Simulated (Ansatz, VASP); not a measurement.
# Ca2SiS6 in VASP and in Ansatz

```
CELL_PARAMETERS angstrom
0.00000 4.49518 4.49518
4.49518 0.00000 4.49518
4.49518 4.49518 0.00000
ATOMIC_POSITIONS crystal
Ca 0.25000 0.25000 0.25000
Ca 0.75000 0.75000 0.75000
Si 0.00000 0.00000 0.00000
S 0.75069 0.24931 0.24931
S 0.24931 0.75069 0.75069
S 0.24931 0.75069 0.24931
S 0.75069 0.24931 0.75069
S 0.24931 0.24931 0.75069
S 0.75069 0.75069 0.24931
```

Change from the starting cell: ordered vacancies on the cation sites of perovskite (Fm-3m, No. 225).

Alike in both runs: functional PBE; k mesh 4 × 4 × 4; occupations gaussian, width 0.1 eV; no spin polarisation.

Ansatz relaxed the structure, and its values are those at the end. VASP's run is a single point on that final structure, the one shown.

|  | VASP | Ansatz |
| --- | --- | --- |
| version | VASP 6.6.1 | Ansatz 0.2.0 |
| potentials or method | VASP PAW PBE potentials, release 64 (Ca_sv, Si, S), cutoff 520 eV | scalar-relativistic, plane waves, PAW |
| valence electrons in the cell | 60 | 60 |

|  | VASP | Ansatz | Ansatz less VASP |
| --- | --- | --- | --- |
| gap on the k mesh at the Fermi level (eV) | none | none | - |
| pressure (GPa) | -0.1 | 0.0 | +0.05 |
| rms of the force components (eV/Å) | 0.009 | 0.002 | -0.0062 |

A gap of «none» marks a metal or a gap that the smearing closes.
